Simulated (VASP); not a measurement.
# InSe (C2/m) in VASP: notebook

InSe is run at these levels: PBE+D3(BJ); tasks: single point.

All numbers are computed with VASP 6.6.1; they aren't measurements. Logs are shortened: lines on timing, memory, paths and dates and some standing lists are left out, and cuts for length are marked.

**1. The cell of the first run**

Symmetry: C2/m, No. 12, monoclinic system. The conventional cell has a = 11.877 Å, b = 4.133 Å, c = 4.512 Å, α = 90.00°, β = 110.84°, γ = 90.00°. Within 3.5 Å of In (site symmetry m) lie 5 Se at 2.68 to 3.48 Å and 1 In at 2.80 Å. Se (site symmetry m) has 5 In at 2.68 to 3.48 Å and 3 Se at 3.38 to 3.62 Å within 3.7 Å.

**2. Single point, PBE+D3(BJ)**

The input, INCAR:

```
PREC = Accurate
ENCUT = 520
EDIFF = 1E-7
ISMEAR = 0
SIGMA = 0.1
LREAL = F
LASPH = T
NELM = 100
ALGO = Normal
ISIF = 2
LWAVE = F
LCHARG = F
GGA = PE
IVDW = 12
NBANDS = 27
```

The input, KPOINTS:

```
Automatic mesh
0
Gamma
  6 6 6
```

The input, POSCAR:

```
InSe
1.0
    5.9387019000     -2.0665435902      0.0095550749
    5.9387019000      2.0665435902      0.0095550749
   -1.6116729766      0.0000000000      4.2141467419
In Se
2 2
Direct
    0.8842567141      0.8842567141      0.0160168493
    0.1157432859      0.1157432859      0.9839831507
    0.6524176677      0.6524176677      0.6335443168
    0.3475823323      0.3475823323      0.3664556832
```

Potentials or basis: VASP PAW PBE potentials, release 64 (In_d, Se).

Run with:

```bash
cat potpaw_PBE.64/In_d/POTCAR potpaw_PBE.64/Se/POTCAR > POTCAR
mpirun -np 1 vasp_std > vasp.out
```

OUTCAR:

```text
PREC = Accurate
   ENCUT = 520
   EDIFF = 1E-7
   ISMEAR = 0
   LREAL = F
   LASPH = T
   NELM = 100
   ISIF = 2
   GGA = PE
   IVDW = 12
 IVDW          = 12

 ion  position               nearest neighbor table
   1  0.884  0.884  0.016-   3 2.68   4 2.73   4 2.73   2 2.80   2 3.76   2 3.76
   2  0.116  0.116  0.984-   4 2.68   3 2.73   3 2.73   1 2.80   1 3.76   1 3.76
   3  0.652  0.652  0.634-   1 2.68   2 2.73   2 2.73
   4  0.348  0.348  0.366-   2 2.68   1 2.73   1 2.73

  LATTYP: Found a base centered monoclinic cell.
 ALAT       =    11.8774191736
 B/A-ratio  =     0.3479785566
 C/A-ratio  =     0.3798653772
 COS(beta)  =    -0.3557079928

  Lattice vectors:

 A1 = (   5.9387019000,  -2.0665435902,   0.0095550749)
 A2 = (   5.9387019000,   2.0665435902,   0.0095550749)
 A3 = (  -1.6116729766,   0.0000000000,   4.2141467419)

Analysis of symmetry for initial positions (statically):
=====================================================================
 Subroutine PRICEL returns:
 Original cell was already a primitive cell.

 Routine SETGRP: Setting up the symmetry group for a
 base centered monoclinic supercell.

 Subroutine GETGRP returns: Found  4 space group operations
 (whereof  4 operations were pure point group operations)
 out of a pool of  4 trial point group operations.

The static configuration has the point symmetry C_2h.

Analysis of symmetry for dynamics (positions and initial velocities):
=====================================================================
 Subroutine PRICEL returns:
 Original cell was already a primitive cell.

 Routine SETGRP: Setting up the symmetry group for a
 base centered monoclinic supercell.

 Subroutine GETGRP returns: Found  4 space group operations
 (whereof  4 operations were pure point group operations)
 out of a pool of  4 trial point group operations.

The dynamic configuration has the point symmetry C_2h.

 Subroutine INISYM returns: Found  4 space group operations
 (whereof  4 operations are pure point group operations),
 and found     1 'primitive' translations

----------------------------------------------------------------------------------------

                                     Primitive cell

  volume of cell :     103.5006

  direct lattice vectors                    reciprocal lattice vectors
     5.938701900 -2.066543590  0.009555075     0.084141708 -0.241949893  0.032179448
     5.938701900  2.066543590  0.009555075     0.084141708  0.241949893  0.032179448
    -1.611672977  0.000000000  4.214146742    -0.000381563  0.000000000  0.237150035
[... 89 lines left out ...]
   LREAL  =      F    real-space projection
   EDIFFG = 0.1E-05   stopping-criterion for IOM
   NSW    =      0    number of steps for IOM
   IBRION =     -1    ionic relax: 0-MD 1-quasi-New 2-CG
   NFREE  =      0    steps in history (QN), initial steepest desc. (CG)
   ISIF   =      2    stress and relaxation
   ISYM   =      2    0-nonsym 1-usesym 2-fastsym
   POTIM  = 0.5000    time-step for ionic-motion
   TEBEG  =    0.0;   TEEND  =   0.0 temperature during run
   PSTRESS=    0.0 pullay stress
   NELECT =      38.0000    total number of electrons
   NUPDOWN=      -1.0000    fix difference up-down
   EMIN   =  10.00;   EMAX   =-10.00  energy-range for DOS
   EFERMI =   0.00;   METHOD = LEGACY
   ISMEAR =     0;   SIGMA  =   0.10  broadening in eV -4-tet -1-fermi 0-gaus
   EFERMI_NEDOS =   21; number of points for ismear=-14 and -15
   IALGO  =     38    algorithm
   IMIX   =      4    mixing-type and parameters
     AMIX     =   0.40;   BMIX     =  1.00
     AMIX_MAG =   1.60;   BMIX_MAG =  1.00
  volume/ion in A,a.u.               =      25.88       174.61
  Fermi-wavevector in a.u.,A,eV,Ry     =   1.172254  2.215239 18.696847  1.374179
  Thomas-Fermi vector in A             =   2.308685
   LORBIT       =      0    0 simple, 1 ext, 2 COOP (PROOUT), +10 PAW based schemes
   GGA     = PE    functional components
   LHFCALC =     F    Hartree Fock is set to
   AEXX    =    0.0000 exact exchange contribution
   IVDW    =    12    specifies the selected vdW correction
   LEPSILON=     F    determine dielectric tensor
   LRPA    =     F    only Hartree local field effects (RPA)
 non-spin polarized calculation
 Gauss-broadening in eV      SIGMA  =   0.10
  energy-cutoff  :      520.00
  volume of cell :      103.50
 maximum number of plane-waves:      2814
   NGX = 23   NGY = 23   NGZ = 17

 number of electron      38.0000001 magnetization

 Free energy of the ion-electron system (eV)
  ---------------------------------------------------
  ext. energy  EPLUGINS =         0.00000000
  ---------------------------------------------------
  free energy    TOTEN  =       -13.98510910 eV

  energy without entropy =      -13.98510909  energy(sigma->0) =      -13.98510910

 E-fermi :   5.3770     XC(G=0):  -9.6352

 val. band max:        5.0377165465   @ k =  -0.3333  -0.3333   0.3333
 cond. band min:       5.7161489109   @ k =   0.3333   0.3333   0.0000
 fundamental gap:      0.6784323645
 Fermi energy:         5.3769964187

 k-point     1 :       0.0000    0.0000    0.0000
  band No.  band energies     occupation
      1      -9.6113      2.00000
      2      -9.5374      2.00000
      3      -9.3091      2.00000
      4      -9.3032      2.00000
      5      -9.2723      2.00000
      6      -9.2693      2.00000
[... 709 lines left out ...]
     26      12.5464      0.00000
     27      13.0423      0.00000

 [... further k-points ...]

------------------------ aborting loop because EDIFF is reached ----------------------------------------

 Edisp (eV)   -1.37540

 E8    (eV) :    -0.6330

  FORCE on cell =-STRESS in cart. coord.  units (eV):
  Direction    XX          YY          ZZ          XY          YZ          ZX
  --------------------------------------------------------------------------------------
  -------------------------------------------------------------------------------------
  Total       0.13171    -0.00183    -0.08743     0.00000     0.00000     0.09236
  in kB       2.03882    -0.02834    -1.35345     0.00000     0.00000     1.42967
  external pressure =        0.22 kB  Pullay stress =        0.00 kB

 VOLUME and BASIS-vectors are now :
 -----------------------------------------------------------------------------
  energy-cutoff  :      520.00
  volume of cell :      103.50
      direct lattice vectors                 reciprocal lattice vectors
     5.938701900 -2.066543590  0.009555075     0.084141708 -0.241949893  0.032179448
     5.938701900  2.066543590  0.009555075     0.084141708  0.241949893  0.032179448
    -1.611672977  0.000000000  4.214146742    -0.000381563  0.000000000  0.237150035

 POSITION                                       TOTAL-FORCE (eV/Angst)
 -----------------------------------------------------------------------------------
     10.47686      0.00000      0.08440         0.017173      0.000000      0.038067
     -0.21113      0.00000      4.14886        -0.017173      0.000000     -0.038067
      6.72796      0.00000      2.68232        -0.019608      0.000000      0.009898
      3.53777      0.00000      1.55094         0.019608      0.000000     -0.009898
 -----------------------------------------------------------------------------------
    total drift:                                0.000000      0.000000      0.000000

  FREE ENERGIE OF THE ION-ELECTRON SYSTEM (eV)
  ---------------------------------------------------
  free  energy   TOTEN  =       -15.3605117974 eV

  energy  without entropy=      -15.3605117869  energy(sigma->0) =      -15.36051179
```

OSZICAR:

```text
N       E                     dE             d eps       ncg     rms          rms(c)
DAV:   1     0.332415219370E+03    0.33242E+03   -0.17699E+04  3672   0.162E+03
DAV:   2     0.239406149363E+02   -0.30847E+03   -0.29929E+03  3688   0.391E+02
DAV:   3    -0.128270791071E+02   -0.36768E+02   -0.36133E+02  4642   0.142E+02
DAV:   4    -0.143870199544E+02   -0.15599E+01   -0.15549E+01  4426   0.295E+01
DAV:   5    -0.144360405824E+02   -0.49021E-01   -0.49014E-01  5288   0.538E+00    0.620E+00
DAV:   6    -0.140008442040E+02    0.43520E+00   -0.82695E-01  5250   0.147E+01    0.376E+00
DAV:   7    -0.139855054671E+02    0.15339E-01   -0.34091E-01  5591   0.431E+00    0.119E+00
DAV:   8    -0.139844595697E+02    0.10459E-02   -0.38414E-02  5328   0.214E+00    0.505E-01
DAV:   9    -0.139850665965E+02   -0.60703E-03   -0.51672E-03  5215   0.768E-01    0.180E-01
DAV:  10    -0.139850742920E+02   -0.76955E-05   -0.44695E-04  4427   0.165E-01    0.100E-01
DAV:  11    -0.139851138117E+02   -0.39520E-04   -0.18347E-04  4665   0.140E-01    0.321E-02
DAV:  12    -0.139851085609E+02    0.52508E-05   -0.25935E-05  4729   0.457E-02    0.177E-02
DAV:  13    -0.139851090347E+02   -0.47376E-06   -0.46539E-06  5289   0.125E-02    0.893E-03
DAV:  14    -0.139851092351E+02   -0.20041E-06   -0.12073E-06  3965   0.116E-02    0.291E-03
DAV:  15    -0.139851091038E+02    0.13131E-06   -0.12517E-07  3290   0.285E-03    0.510E-04
DAV:  16    -0.139851091049E+02   -0.11041E-08   -0.13999E-08  2157   0.112E-03
   1 F= -.15360512E+02 E0= -.15360512E+02  d E =-.105358E-07
```

It took 3.7 min on 1 thread of Intel Xeon Platinum 8259CL at 2.50GHz (Skylake/Cascade Lake), shared host; peak memory 0.39 GiB.

What came out:

```yaml
Free_energy: -15.3605 eV
Pressure: 0.0 GPa
Largest_force: 0.042 eV/Å
Band_gap_on_the_k_mesh: 0.68 eV (least direct gap 1.09 eV)
Dispersion_energy_per_atom: -0.344 eV
```

Forces on the atoms (eV/Å):
```
In   0.017  0.000  0.038
In  -0.017  0.000 -0.038
Se  -0.020  0.000  0.010
Se   0.020  0.000 -0.010
```

Levels at points of the mesh, in eV from the valence-band top:
```tsv
k point	band 17	band 18	band 19	band 20	band 21	band 22
(0.00, 0.00, 0.00)	-2.36	-1.88	-1.55	2.46	3.57	4.13
(0.50, 0.00, 0.00)	-1.59	-1.51	-0.97	1.59	2.44	3.15
(0.50, 0.50, 0.00)	-1.25	-0.93	-0.51	0.88	2.57	2.90
(0.00, 0.00, 0.50)	-1.78	-1.22	-0.20	0.89	2.46	3.32
(0.50, 0.00, 0.50)	-2.77	-2.51	-1.98	1.90	3.23	4.33
(0.50, 0.50, 0.50)	-1.55	-1.30	-0.31	1.99	3.00	3.01
```

Caveat: spin-orbit coupling is left out, which moves the levels of the heavy elements.

**3. Single point, PBE+D3(BJ)**

The input, INCAR:

```
SYSTEM = InSe
PREC = Accurate ; ENCUT = 520
EDIFF = 1E-6 ; ISMEAR = 0
SIGMA = 0.02 ; LREAL = .False.
LASPH = .True. ; NELM = 60
ALGO = Normal ; ISIF = 2
LWAVE = .False. ; LCHARG = .True.
GGA = PE ; IVDW = 12
LELF = .True. ; LVHAR = .True.
NBANDS = 27
```

The input, KPOINTS:

```
Automatic mesh
0
Gamma
  8 8 6
  0 0 0
```

The input, POSCAR:

```
InSe
1.0
    5.9466145718     -2.0692638744      0.0175619217
    5.9466145718      2.0692638744      0.0175619217
   -1.6081145341      0.0000000000      4.1991660550
In Se
2 2
Direct
    0.8848553015      0.8848553015      0.0193392609
    0.1151446985      0.1151446985      0.9806607391
    0.6529406066      0.6529406066      0.6335435974
    0.3470593934      0.3470593934      0.3664564026
```

Potentials or basis: VASP PAW PBE potentials, release 64 (In_d, Se).

Run with:

```bash
cat potpaw_PBE.64/In_d/POTCAR potpaw_PBE.64/Se/POTCAR > POTCAR
mpirun -np 1 vasp_std > vasp.out
```

Run time: 5.3 min. Hardware: 1 thread of Intel Xeon Platinum 8259CL at 2.50GHz (Skylake/Cascade Lake), shared host; peak memory 0.47 GiB.

Results (log left out):

* Free energy: -15.3613 eV
* Pressure: 0.1 GPa
* Largest force: 0.012 eV/Å
* Band gap on the k mesh: 0.55 eV (least direct gap 1.08 eV)
* Dispersion energy per atom: -0.344 eV

Forces in eV/Å, atoms in the order of the input:
```
In   0.012  0.000  0.000
In  -0.012  0.000  0.000
Se  -0.001  0.000 -0.009
Se   0.001  0.000  0.009
```

Levels at points of the mesh, in eV from the valence-band top:
```tsv
k point	band 16	band 17	band 18	band 19	band 20	band 21	band 22	band 23
(0.00, 0.00, 0.00)	-2.64	-2.42	-1.89	-1.60	2.43	3.53	4.06	4.98
(0.50, 0.00, 0.00)	-2.06	-1.62	-1.56	-1.00	1.59	2.42	3.16	3.39
(0.50, 0.50, 0.00)	-2.58	-1.27	-0.99	-0.51	0.83	2.50	2.84	4.63
(0.00, 0.00, 0.50)	-1.87	-1.80	-1.28	-0.24	0.83	2.41	3.28	3.32
(0.50, 0.00, 0.50)	-3.47	-2.80	-2.52	-2.02	1.85	3.13	4.29	4.35
(0.50, 0.50, 0.50)	-1.62	-1.61	-1.35	-0.35	1.93	2.95	2.97	3.71
```

Caveat: spin-orbit coupling is left out, which moves the levels of the heavy elements. A k mesh can miss the band edges.

**4. Single point, PBE+D3(BJ)**

The input, INCAR:

```
  PREC = Accurate
  ENCUT = 520
  EDIFF = 1E-7
  ISMEAR = 0
  SIGMA = 0.02
  LREAL = F
  LASPH = T
  NELM = 100
  ALGO = Normal
  ISIF = 2
  LWAVE = F
  LCHARG = F
  GGA = PE
  IVDW = 12
  NBANDS = 27
```

The input, KPOINTS:

```
Automatic mesh
0
Gamma
  10 10 8
```

The input, POSCAR:

```
InSe
1.0
    5.9466148471     -2.0692639538      0.0175615608
    5.9466148471      2.0692639538      0.0175615608
   -1.6081140243      0.0000000000      4.1991654087
In Se
2 2
Direct
    0.8848552884      0.8848552884      0.0193391515
    0.1151447116      0.1151447116      0.9806608485
    0.6529405870      0.6529405870      0.6335435797
    0.3470594130      0.3470594130      0.3664564203
```

Run with:

```bash
cat potpaw_PBE.64/In_d/POTCAR potpaw_PBE.64/Se/POTCAR > POTCAR
mpirun -np 1 vasp_std > vasp.out
```

Run time: 6.9 min. Hardware: 1 thread of Intel Xeon 6975P-C (Granite Rapids), shared host; peak memory 0.69 GiB.

The run converged. Its results:

| Item | Value |
| --- | --- |
| Free energy | -15.3612 eV |
| Pressure | 0.0 GPa |
| Largest force | 0.012 eV/Å |
| Band gap on the k mesh | 0.56 eV (least direct gap 1.00 eV) |
| Dispersion energy per atom | -0.344 eV |

Forces on the atoms (eV/Å):
```
In   0.012  0.000  0.000
In  -0.012  0.000  0.000
Se   0.000  0.000 -0.009
Se   0.000  0.000  0.009
```

Levels at points of the mesh, in eV from the valence-band top:
```csv
k point,band 17,band 18,band 19,band 20,band 21,band 22
"(0.00, 0.00, 0.00)",-2.42,-1.89,-1.60,2.42,3.52,4.06
"(0.50, 0.00, 0.00)",-1.62,-1.56,-1.01,1.59,2.42,3.16
"(0.50, 0.50, 0.00)",-1.27,-0.99,-0.51,0.83,2.50,2.84
"(0.00, 0.00, 0.50)",-1.80,-1.28,-0.24,0.83,2.41,3.28
"(0.50, 0.00, 0.50)",-2.80,-2.52,-2.03,1.85,3.13,4.29
"(0.50, 0.50, 0.50)",-1.61,-1.35,-0.36,1.93,2.95,2.97
```

Caveat: spin-orbit coupling is left out, which moves the levels of the heavy elements.

**5. Single point, PBE+D3(BJ)**

The input, INCAR:

```
PREC = Accurate
ENCUT = 520
EDIFF = 1E-6
ISMEAR = 0
SIGMA = 0.02
LREAL = F
LASPH = T
NELM = 60
ALGO = Normal
ISIF = 2
LWAVE = F
LCHARG = F
GGA = PE
IVDW = 12
NBANDS = 27
```

KPOINTS is that of step 4.

The input, POSCAR:

```
InSe
1.0
    5.9466145617     -2.0692638748      0.0175619230
    5.9466145617      2.0692638748      0.0175619230
   -1.6081145304      0.0000000000      4.1991660651
In Se
2 2
Direct
    0.8848553017      0.8848553017      0.0193392614
    0.1151446983      0.1151446983      0.9806607386
    0.6529406068      0.6529406068      0.6335435978
    0.3470593932      0.3470593932      0.3664564022
```

Run with:

```bash
cat potpaw_PBE.64/In_d/POTCAR potpaw_PBE.64/Se/POTCAR > POTCAR
mpirun -np 1 vasp_std > vasp.out
```

Run time: 5.1 min. Hardware: 1 thread of Intel Xeon 6975P-C (Granite Rapids), shared host; peak memory 0.68 GiB.

Results (log left out):

* Free energy: -15.3612 eV
* Pressure: 0.1 GPa
* Largest force: 0.013 eV/Å
* Band gap on the k mesh: 0.56 eV (least direct gap 1.00 eV)
* Dispersion energy per atom: -0.344 eV

Forces on the atoms (eV/Å):
```
In   0.013  0.000  0.000
In  -0.013  0.000  0.000
Se   0.000  0.000 -0.009
Se   0.000  0.000  0.009
```

Levels at points of the mesh, in eV from the valence-band top:
```csv
k point,band 15,band 16,band 17,band 18,band 19,band 20,band 21,band 22,band 23,band 24
"(0.00, 0.00, 0.00)",-3.72,-2.64,-2.42,-1.89,-1.60,2.42,3.52,4.05,4.98,5.15
"(0.50, 0.00, 0.00)",-2.46,-2.06,-1.62,-1.56,-1.01,1.59,2.42,3.16,3.39,4.34
"(0.50, 0.50, 0.00)",-2.90,-2.58,-1.27,-0.99,-0.51,0.83,2.50,2.84,4.63,5.87
"(0.00, 0.00, 0.50)",-2.02,-1.87,-1.80,-1.28,-0.24,0.83,2.41,3.28,3.32,5.32
"(0.50, 0.00, 0.50)",-4.03,-3.47,-2.80,-2.52,-2.03,1.85,3.13,4.29,4.35,6.94
"(0.50, 0.50, 0.50)",-2.61,-1.62,-1.61,-1.35,-0.36,1.93,2.95,2.97,3.71,4.77
```

Caveat: spin-orbit coupling is left out, which moves the levels of the heavy elements.

**6. Overview**

| cell | k mesh | smearing | gap on the mesh (eV) | pressure (GPa) | largest force (eV/Å) |
| --- | --- | --- | --- | --- | --- |
| a = 6.288, b = 6.288, c = 4.512 Å, angles 109.6, 109.6, 38.4°, 4 atoms, atomic positions A | 6 × 6 × 6 | gaussian 0.1 eV | 0.68 | 0.0 | 0.04 |
| a = 6.296, b = 6.296, c = 4.497 Å, angles 109.6, 109.6, 38.4°, 4 atoms, atomic positions B | 8 × 8 × 6 | gaussian 0.02 eV | 0.55 | 0.1 | 0.01 |
| a = 6.296, b = 6.296, c = 4.497 Å, angles 109.6, 109.6, 38.4°, 4 atoms, atomic positions B | 10 × 10 × 8 | gaussian 0.02 eV | 0.56 | 0.1 | 0.01 |

Alike in all rows: task single point; level PBE+D3(BJ); potentials or basis VASP PAW PBE potentials, release 64 (In_d, Se); no spin polarisation; cutoff (eV) 520.

Caveats: spin-orbit coupling is left out, which moves the levels of the heavy elements.

Total energies depend on the potentials used, so only differences within one code and one set of settings carry meaning.
